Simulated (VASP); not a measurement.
# KTaO3 (P4/mmm) in VASP: single point with PBEsol

Aim: the single point of KTaO3 with PBEsol.

Everything below comes from runs of VASP 6.6.1. Logs are shortened: lines on timing, memory, paths and dates and some standing lists are left out, and cuts for length are marked.

### Step 1. The cell of the first run

It takes space group P4/mmm (No. 123, tetragonal). The conventional cell has a = 3.985 Å, b = 3.985 Å, c = 3.766 Å, α = 90.00°, β = 90.00°, γ = 90.00°. K (site symmetry 4/mmm) has 12 O at 2.74 to 2.82 Å and 8 Ta at 3.39 Å within 3.6 Å. Ta (site symmetry 4/mmm) has 6 O at 1.88 to 1.99 Å within 2.5 Å. O (site symmetry mmm) has 2 Ta at 1.99 Å within 2.6 Å. Within 2.5 Å of O (site symmetry 4/mmm) lie 2 Ta at 1.88 Å.

### Step 2. Single point, PBEsol (normal strain along x +0.0000, normal strain along z -0.0550)

Input file INCAR:

```
SYSTEM = KTaO3
PREC     = Accurate       ! precision mode
ENCUT    = 700            ! plane-wave cutoff, eV
EDIFF    = 1E-6           ! SCF threshold, eV
ISMEAR   = 0              ! smearing method
SIGMA    = 0.05           ! smearing width, eV
LREAL    = .False.        ! projectors in reciprocal space
LASPH    = .True.         ! aspherical terms in the spheres
NELM     = 120            ! most SCF steps
ALGO     = Normal         ! electronic algorithm
ISIF     = 2              ! what is computed and relaxed
LWAVE    = .False.        ! write WAVECAR
LCHARG   = .True.         ! write CHGCAR
GGA      = PS             ! functional
LELF     = .True.         ! ELF
LVHAR    = .True.       
NBANDS   = 28             ! bands
GGA_COMPAT= .False.
```

Input file KPOINTS:

```
Automatic mesh
0
Gamma
  8 8 8
  0 0 0
```

Input file POSCAR:

```
KTaO3
1.0
    3.9853580911      0.0000000000      0.0000000000
    0.0000000000      3.9853580911      0.0000000000
    0.0000000000      0.0000000000      3.7661633961
K Ta O
1 1 3
Direct
    0.5000000000      0.5000000000      0.5000000000
    0.0000000000      0.0000000000      0.0000000000
    0.5000000000      0.0000000000      0.0000000000
    0.0000000000      0.5000000000      0.0000000000
    0.0000000000      0.0000000000      0.5000000000
```

Potentials or basis: VASP PAW PBE potentials, release 64 (K_sv, Ta_sv_GW, O).

On the command line:

```console
cat potpaw_PBE.64/K_sv/POTCAR potpaw_PBE.64/Ta_sv_GW/POTCAR potpaw_PBE.64/O/POTCAR > POTCAR
mpirun -np 1 vasp_std > vasp.out
```

OUTCAR:

```text
SYSTEM = KTaO3
   PREC = Accurate
   ENCUT = 700
   EDIFF = 1E-6
   ISMEAR = 0
   LREAL = .False.
   LASPH = .True.
   NELM = 120
   ISIF = 2
   GGA = PS

 ion  position               nearest neighbor table
   1  0.500  0.500  0.500-   3 2.74   4 2.74   3 2.74   4 2.74   3 2.74   3 2.74   4 2.74   4 2.74
                             5 2.82   5 2.82   5 2.82   5 2.82   2 3.39   2 3.39   2 3.39   2 3.39
   2  0.000  0.000  0.000-   5 1.88   5 1.88   3 1.99   4 1.99   4 1.99   3 1.99   1 3.39   1 3.39
                             1 3.39   1 3.39   1 3.39   1 3.39   1 3.39   1 3.39
   3  0.500  0.000  0.000-   2 1.99   2 1.99   1 2.74   1 2.74   1 2.74   1 2.74
   4  0.000  0.500  0.000-   2 1.99   2 1.99   1 2.74   1 2.74   1 2.74   1 2.74
   5  0.000  0.000  0.500-   2 1.88   2 1.88   1 2.82   1 2.82   1 2.82   1 2.82

  LATTYP: Found a simple tetragonal cell.
 ALAT       =     3.9853580911
 C/A-ratio  =     0.9450000000

  Lattice vectors:

 A1 = (   3.9853580911,   0.0000000000,   0.0000000000)
 A2 = (   0.0000000000,   3.9853580911,   0.0000000000)
 A3 = (   0.0000000000,   0.0000000000,   3.7661633961)

Analysis of symmetry for initial positions (statically):
=====================================================================
 Subroutine PRICEL returns:
 Original cell was already a primitive cell.

 Routine SETGRP: Setting up the symmetry group for a
 simple tetragonal supercell.

 Subroutine GETGRP returns: Found 16 space group operations
 (whereof 16 operations were pure point group operations)
 out of a pool of 16 trial point group operations.

The static configuration has the point symmetry D_4h.

Analysis of symmetry for dynamics (positions and initial velocities):
=====================================================================
 Subroutine PRICEL returns:
 Original cell was already a primitive cell.

 Routine SETGRP: Setting up the symmetry group for a
 simple tetragonal supercell.

 Subroutine GETGRP returns: Found 16 space group operations
 (whereof 16 operations were pure point group operations)
 out of a pool of 16 trial point group operations.

The dynamic configuration has the point symmetry D_4h.

 Subroutine INISYM returns: Found 16 space group operations
 (whereof 16 operations are pure point group operations),
 and found     1 'primitive' translations

----------------------------------------------------------------------------------------

                                     Primitive cell

  volume of cell :      59.8183

  direct lattice vectors                    reciprocal lattice vectors
     3.985358091  0.000000000  0.000000000     0.250918481  0.000000000  0.000000000
     0.000000000  3.985358091  0.000000000     0.000000000  0.250918481  0.000000000
     0.000000000  0.000000000  3.766163396     0.000000000  0.000000000  0.265522203

  length of vectors
     3.985358091  3.985358091  3.766163396     0.250918481  0.250918481  0.265522203

  position of ions in fractional coordinates (direct lattice)
     0.500000000  0.500000000  0.500000000
     0.000000000  0.000000000  0.000000000
     0.500000000  0.000000000  0.000000000
     0.000000000  0.500000000  0.000000000
     0.000000000  0.000000000  0.500000000

  ion indices of the primitive-cell ions
   primitive index   ion index
                 1           1
                 2           2
                 3           3
                 4           4
                 5           5

----------------------------------------------------------------------------------------

 KPOINTS: Automatic mesh

Automatic generation of k-mesh.
 Grid dimensions read from file:
 generate k-points for:    8    8    8

 Generating k-lattice:

  Cartesian coordinates                     Fractional coordinates (reciprocal lattice)
     0.031364810  0.000000000  0.000000000     0.125000000  0.000000000  0.000000000
     0.000000000  0.031364810  0.000000000     0.000000000  0.125000000  0.000000000
     0.000000000  0.000000000  0.033190275     0.000000000  0.000000000  0.125000000

  Length of vectors
     0.031364810  0.031364810  0.033190275

  Shift w.r.t. Gamma in fractional coordinates (k-lattice)
     0.000000000  0.000000000  0.000000000

 Subroutine IBZKPT returns following result:
 ===========================================

 Found     75 irreducible k-points:

 Following reciprocal coordinates:
            Coordinates               Weight
  0.000000  0.000000  0.000000      1.000000
  0.125000  0.000000  0.000000      4.000000
  0.250000  0.000000  0.000000      4.000000
  0.375000  0.000000  0.000000      4.000000
  0.500000  0.000000  0.000000      2.000000
  0.125000  0.125000  0.000000      4.000000
[... 16 lines left out ...]
  0.375000  0.125000  0.125000     16.000000
  0.500000  0.125000  0.125000      8.000000
 [... further k-points ...]
   k-points           NKPTS =     75   k-points in BZ     NKDIM =     75   number of bands    NBANDS=     28
   number of dos      NEDOS =    301   number of ions     NIONS =      5
   total plane-waves  NPLWV =  41472
   dimension x,y,z NGX =    36 NGY =   36 NGZ =   32
   dimension x,y,z NGXF=    72 NGYF=   72 NGZF=   64
   ions per type =               1   1   3
   NGX,Y,Z   is equivalent  to a cutoff of  15.02, 15.02, 14.13 a.u.
   NGXF,Y,Z  is equivalent  to a cutoff of  30.03, 30.03, 28.25 a.u.
 SYSTEM =  KTaO3
   PREC   = accura    normal or accurate (medium, high low for compatibility)
   ISTART =      0    job   : 0-new  1-cont  2-samecut
   ICHARG =      2    charge: 1-file 2-atom 10-const
   ISPIN  =      1    spin polarized calculation?
   LNONCOLLINEAR =      F non collinear calculations
   LSORBIT =      F    spin-orbit coupling
   LASPH  =      T    aspherical Exc in radial PAW
   ENCUT  =  700.0 eV  51.45 Ry    7.17 a.u.   8.60  8.60  8.12*2*pi/ulx,y,z
   NELM   =    120;   NELMIN=  2; NELMDL= -5     # of ELM steps
   EDIFF  = 0.1E-05   stopping-criterion for ELM
   LREAL  =      F    real-space projection
   EDIFFG = 0.1E-04   stopping-criterion for IOM
   NSW    =      0    number of steps for IOM
   IBRION =     -1    ionic relax: 0-MD 1-quasi-New 2-CG
   NFREE  =      0    steps in history (QN), initial steepest desc. (CG)
   ISIF   =      2    stress and relaxation
   ISYM   =      2    0-nonsym 1-usesym 2-fastsym
   POTIM  = 0.5000    time-step for ionic-motion
   TEBEG  =    0.0;   TEEND  =   0.0 temperature during run
   PSTRESS=    0.0 pullay stress
   NELECT =      40.0000    total number of electrons
   NUPDOWN=      -1.0000    fix difference up-down
   EMIN   =  10.00;   EMAX   =-10.00  energy-range for DOS
   EFERMI =   0.00;   METHOD = LEGACY
   ISMEAR =     0;   SIGMA  =   0.05  broadening in eV -4-tet -1-fermi 0-gaus
   EFERMI_NEDOS =   21; number of points for ismear=-14 and -15
   IALGO  =     38    algorithm
   IMIX   =      4    mixing-type and parameters
     AMIX     =   0.40;   BMIX     =  1.00
     AMIX_MAG =   1.60;   BMIX_MAG =  1.00
  volume/ion in A,a.u.               =      11.96        80.73
  Fermi-wavevector in a.u.,A,eV,Ry     =   1.431584  2.705302 27.884230  2.049433
  Thomas-Fermi vector in A             =   2.551305
   LORBIT       =      0    0 simple, 1 ext, 2 COOP (PROOUT), +10 PAW based schemes
   GGA     = PS    functional components
   LHFCALC =     F    Hartree Fock is set to
   AEXX    =    0.0000 exact exchange contribution
   IVDW    =     0    specifies the selected vdW correction
   LEPSILON=     F    determine dielectric tensor
   LRPA    =     F    only Hartree local field effects (RPA)
 non-spin polarized calculation
 Gauss-broadening in eV      SIGMA  =   0.05
  energy-cutoff  :      700.00
  volume of cell :       59.82
 maximum number of plane-waves:      2548
 NGX is ok and might be reduce to    36
   NGX = 17   NGY = 17   NGZ = 17

 number of electron      40.0000008 magnetization

 Free energy of the ion-electron system (eV)
  ---------------------------------------------------
  ext. energy  EPLUGINS =         0.00000000
  ---------------------------------------------------
  free energy    TOTEN  =       -45.17267398 eV

  energy without entropy =      -45.17267398  energy(sigma->0) =      -45.17267398

 E-fermi :   3.8327     XC(G=0): -11.5792

 val. band max:        3.6049039229   @ k =   0.5000   0.5000   0.5000
 cond. band min:       5.7393590897   @ k =   0.0000   0.0000   0.0000
 fundamental gap:      2.1344551668
 Fermi energy:         3.8326687725

 k-point     1 :       0.0000    0.0000    0.0000
  band No.  band energies     occupation
      1     -63.5883      2.00000
      2     -30.2695      2.00000
      3     -30.1112      2.00000
      4     -30.1112      2.00000
      5     -23.4919      2.00000
      6     -14.3912      2.00000
[... 20 lines left out ...]
     27      11.6573      0.00000
     28      11.8168      0.00000

 k-point     2 :       0.1250    0.0000    0.0000
  band No.  band energies     occupation
      1     -63.5883      2.00000
      2     -30.2690      2.00000
      3     -30.1257      2.00000
      4     -30.1106      2.00000
      5     -23.4864      2.00000
      6     -14.3867      2.00000
[... 20 lines left out ...]
     27      11.8770      0.00000
     28      12.0405      0.00000

 k-point     3 :       0.2500    0.0000    0.0000
  band No.  band energies     occupation
      1     -63.5881      2.00000
      2     -30.2677      2.00000
      3     -30.1605      2.00000
      4     -30.1093      2.00000
      5     -23.4731      2.00000
      6     -14.3888      2.00000
[... 20 lines left out ...]
     27      12.4239      0.00000
     28      13.0782      0.00000

 k-point     4 :       0.3750    0.0000    0.0000
  band No.  band energies     occupation
      1     -63.5878      2.00000
      2     -30.2664      2.00000
      3     -30.1948      2.00000
      4     -30.1079      2.00000
      5     -23.4599      2.00000
      6     -14.4026      2.00000
[... 20 lines left out ...]
     27      13.0681      0.00000
     28      14.3215      0.00000

 k-point     5 :       0.5000    0.0000    0.0000
  band No.  band energies     occupation
      1     -63.5877      2.00000
      2     -30.2658      2.00000
      3     -30.2089      2.00000
      4     -30.1073      2.00000
      5     -23.4544      2.00000
      6     -14.4105      2.00000
[... 20 lines left out ...]
     27      13.3212      0.00000
     28      14.1703      0.00000

 k-point     6 :       0.1250    0.1250    0.0000
  band No.  band energies     occupation
      1     -63.5882      2.00000
      2     -30.2684      2.00000
      3     -30.1254      2.00000
      4     -30.1248      2.00000
      5     -23.4813      2.00000
      6     -14.3778      2.00000
[... 463 lines left out ...]
      5     -23.4746      2.00000
      6     -14.1667      2.00000
[... 20 lines left out ...]
     27      12.3259      0.00000
     28      12.8429      0.00000

 k-point    22 :       0.2500    0.1250    0.1250
  band No.  band energies     occupation
      1     -63.5877      2.00000
      2     -30.2961      2.00000
      3     -30.1584      2.00000
      4     -30.1224      2.00000
      5     -23.4635      2.00000
      6     -14.1504      2.00000
[... 20 lines left out ...]
     27      12.8879      0.00000
     28      13.5558      0.00000

 k-point    23 :       0.3750    0.1250    0.1250
  band No.  band energies     occupation
      1     -63.5875      2.00000
      2     -30.2947      2.00000
      3     -30.1925      2.00000
      4     -30.1209      2.00000
      5     -23.4525      2.00000
      6     -14.1515      2.00000
[... 20 lines left out ...]
     27      13.5204      0.00000
     28      14.5457      0.00000

 k-point    24 :       0.5000    0.1250    0.1250
  band No.  band energies     occupation
      1     -63.5874      2.00000
      2     -30.2941      2.00000
      3     -30.2065      2.00000
      4     -30.1203      2.00000
      5     -23.4479      2.00000
      6     -14.1551      2.00000
[... 20 lines left out ...]
     27      13.7735      0.00000
     28      14.5478      0.00000

 [... further k-points ...]

------------------------ aborting loop because EDIFF is reached ----------------------------------------

  FORCE on cell =-STRESS in cart. coord.  units (eV):
  Direction    XX          YY          ZZ          XY          YZ          ZX
  --------------------------------------------------------------------------------------
  -------------------------------------------------------------------------------------
  Total        1.9314629      1.9314629     12.8247142      0.0000000     -0.0000000      0.0000000
  in kB       51.7324547     51.7324547    343.4981652      0.0000000     -0.0000000      0.0000000
  external PRESSURE =     148.9876915 kB  Pullay stress =       0.0000000 kB

 VOLUME and BASIS-vectors are now :
 -----------------------------------------------------------------------------
  energy-cutoff  :      700.00
  volume of cell :       59.82
      direct lattice vectors                 reciprocal lattice vectors
     3.985358091  0.000000000  0.000000000     0.250918481  0.000000000  0.000000000
     0.000000000  3.985358091  0.000000000     0.000000000  0.250918481  0.000000000
     0.000000000  0.000000000  3.766163396     0.000000000  0.000000000  0.265522203

 POSITION                                       TOTAL-FORCE (eV/Angst)
 -----------------------------------------------------------------------------------
      1.99268      1.99268      1.88308         0.000000      0.000000      0.000000
      0.00000      0.00000      0.00000         0.000000      0.000000      0.000000
      1.99268      0.00000      0.00000         0.000000      0.000000      0.000000
      0.00000      1.99268      0.00000         0.000000      0.000000      0.000000
      0.00000      0.00000      1.88308         0.000000      0.000000      0.000000
 -----------------------------------------------------------------------------------
    total drift:                                0.000000      0.000000     -0.000000

  FREE ENERGIE OF THE ION-ELECTRON SYSTEM (eV)
  ---------------------------------------------------
  free  energy   TOTEN  =       -45.1726739781 eV

  energy  without entropy=      -45.1726739781  energy(sigma->0) =      -45.17267398
```

Run time: 2.3 min. Hardware: 1 thread of Intel Xeon Platinum 8488C (Sapphire Rapids), shared host; peak memory 0.34 GiB.

Results:

```
Free energy            : -45.1727 eV
Pressure               : 14.9 GPa
Band gap on the k mesh : 2.13 eV (least direct gap 2.67 eV)
```

Levels at points of the mesh, in eV from the valence-band top:
| k point | band 17 | band 18 | band 19 | band 20 | band 21 | band 22 | band 23 | band 24 |
| --- | --- | --- | --- | --- | --- | --- | --- | --- |
| (0.00, 0.00, 0.00) | -0.98 | -0.62 | -0.62 | -0.53 | 2.13 | 2.23 | 2.23 | 6.63 |
| (0.50, 0.00, 0.00) | -2.11 | -1.71 | -0.94 | -0.78 | 2.39 | 5.11 | 5.11 | 7.42 |
| (0.50, 0.50, 0.00) | -1.96 | -1.96 | -1.43 | -0.07 | 5.15 | 5.15 | 6.43 | 9.38 |
| (0.00, 0.00, 0.50) | -2.19 | -1.66 | -0.82 | -0.82 | 2.40 | 5.93 | 5.93 | 7.04 |
| (0.50, 0.00, 0.50) | -1.56 | -1.39 | -1.33 | -0.13 | 5.18 | 5.96 | 7.07 | 7.91 |
| (0.50, 0.50, 0.50) | -3.72 | -0.06 | -0.06 | 0.00 | 6.65 | 7.24 | 7.24 | 8.65 |

Caveat: the cell differs from its parent crystal (normal strain along x +0.0000, normal strain along z -0.0550); the stress differs along the axes, from 5 to 34 GPa; the PAW data sets were made with another functional, which shifts forces and pressure a little; spin-orbit coupling is left out, which moves the levels of the heavy elements.
